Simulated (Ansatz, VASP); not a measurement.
# GaAs in VASP and in Ansatz

The input POSCAR:

```
GaAs
1.0
    0.0000000000      2.8268500000      2.8268500000
    2.8268500000      0.0000000000      2.8268500000
    2.8268500000      2.8268500000      0.0000000000
Ga As
1 1
Direct
    0.0000000000      0.0000000000      0.0000000000
    0.2500000000      0.2500000000      0.2500000000
```

The input INCAR.step1:

```
SYSTEM = GaAs
  PREC = Accurate
  ENCUT = 400
  EDIFF = 1E-5
  ISMEAR = 0
  SIGMA = 0.01
  LREAL = .False.
  LASPH = .True.
  NELM = 120
  ALGO = Normal
  ISIF = 2
  LWAVE = .True.
  LCHARG = .False.
  GGA = PE
  NBANDS = 21
  GGA_COMPAT = .False.
```

The input INCAR.step2:

```
SYSTEM = GaAs
  PREC = Accurate
  ENCUT = 400
  EDIFF = 1E-6
  ISMEAR = 0
  SIGMA = 0.01
  LREAL = .False.
  LASPH = .True.
  NELM = 120
  ALGO = Normal
  ISIF = 2
  LWAVE = .False.
  LCHARG = .False.
  GGA = B3
  LHFCALC = .True.
  AEXX = 0.2
  AGGAX = 0.72
  AGGAC = 0.81
  ALDAC = 0.19
  PRECFOCK = Normal
  ISTART = 1
  NBANDS = 21
  GGA_COMPAT = .False.
```

KPOINTS

```
Automatic mesh
0
Gamma
  4 4 4
  0 0 0
```

Input for Ansatz:

```yaml
crystal:
  lattice:
    - [0.0, 2.82685, 2.82685]
    - [2.82685, 0.0, 2.82685]
    - [2.82685, 2.82685, 0.0]
  atoms:
    - { symbol: Ga, position: [0.0, 0.0, 0.0] }
    - { symbol: As, position: [0.25, 0.25, 0.25] }
kpoints:
  mp_grid:
    grid: [4, 4, 4]
    shift: [0.0, 0.0, 0.0]
hamiltonian:
  xc: b3lyp
scf:
  occupations:
    method: fixed
output:
  eigenvalues: true
```

Alike in both runs: task single point; functional B3LYP; k mesh 4 × 4 × 4; no spin polarisation.

```csv
,VASP,Ansatz
version,VASP 6.6.1,Ansatz 0.2.0
potentials or method,"VASP PAW PBE potentials, release 64 (Ga_d, As_d)","plane waves, PAW"
plane-wave cutoff (eV),400,420
occupations,"gaussian, width 0.01 eV",fixed
valence electrons in the cell,28,28
```

Ansatz gave:

- gap on the k mesh at the Fermi level (eV): 1.62

**Question.** Estimate VASP's values.

**Answer.** gap on the k mesh at the Fermi level (eV): 1.69.

VASP's potentials were made for PBE, not for B3LYP.

The k mesh is coarse, so the values compare programs but aren't converged.
